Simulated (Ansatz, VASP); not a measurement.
**One calculation of MoS2, two programs**

INCAR

```
  PREC = Accurate
  ENCUT = 520
  EDIFF = 1E-6
  ISMEAR = 0
  SIGMA = 0.05
  LREAL = False
  LASPH = True
  NELM = 60
  ALGO = Normal
  ISIF = 2
  LWAVE = False
  LCHARG = False
  GGA = PE
  NBANDS = 35
```

The input KPOINTS:

```
Automatic mesh
0
Gamma
  12 12 2
```

The input POSCAR:

```
MoS2
1.0
    2.9188226415      0.0000000000      0.0000000000
   -1.4594113207      2.5277745566      0.0000000000
    0.0000000000      0.0000000000     17.2839564508
Mo S
2 4
Direct
    0.3333333333      0.6666666667      0.2500000000
    0.6666666667      0.3333333333      0.7500000000
    0.3333333333      0.6666666667      0.6423151295
    0.6666666667      0.3333333333      0.1423151295
    0.3333333333      0.6666666667      0.8576848705
    0.6666666667      0.3333333333      0.3576848705
```

Input for Ansatz:

```yaml
crystal:
  lattice:
    - [2.9188226415, 0.0, 0.0]
    - [-1.4594113207, 2.5277745566, 0.0]
    - [0.0, 0.0, 17.2839564508]
  atoms:
    - { symbol: Mo, position: [0.3333333333, 0.6666666667, 0.25] }
    - { symbol: Mo, position: [0.6666666667, 0.3333333333, 0.75] }
    - { symbol: S, position: [0.3333333333, 0.6666666667, 0.6423151295] }
    - { symbol: S, position: [0.6666666667, 0.3333333333, 0.1423151295] }
    - { symbol: S, position: [0.3333333333, 0.6666666667, 0.8576848705] }
    - { symbol: S, position: [0.6666666667, 0.3333333333, 0.3576848705] }
basis:
  ecutwfc: 420
kpoints:
  mp_grid: { grid: [12, 12, 2] }
hamiltonian:
  xc: pbe
scf:
  occupations: { method: gaussian, width: 0.05 }
output:
  forces: true
  stress: true
  eigenvalues: true
```

Alike in both runs: task single point; functional PBE; k mesh 12 × 12 × 2; occupations gaussian, width 0.05 eV; no spin polarisation.

|  | VASP | Ansatz |
| --- | --- | --- |
| version | VASP 6.6.1 | Ansatz 0.2.0 |
| potentials or method | VASP PAW PBE potentials, release 64 (Mo_sv, S), cutoff 520 eV | scalar-relativistic, plane waves, PAW |
| valence electrons in the cell | 52 | 52 |

VASP gave:

* gap on the k mesh at the Fermi level (eV): 0.38
* least direct gap on the mesh (eV): 0.92
* pressure (GPa): 0.0
* traceless stress, the component that is largest in VASP (GPa): -27.24
* rms of the force components (eV/Å): 1.366

Q: Which values does Ansatz return?

A: gap on the k mesh at the Fermi level (eV): 0.38; least direct gap on the mesh (eV): 0.91; pressure (GPa): 0.1; traceless stress, the component that is largest in VASP (GPa): -27.17; rms of the force components (eV/Å): 1.362.

Atom by atom the forces differ by 0.004 eV/Å (rms over components).
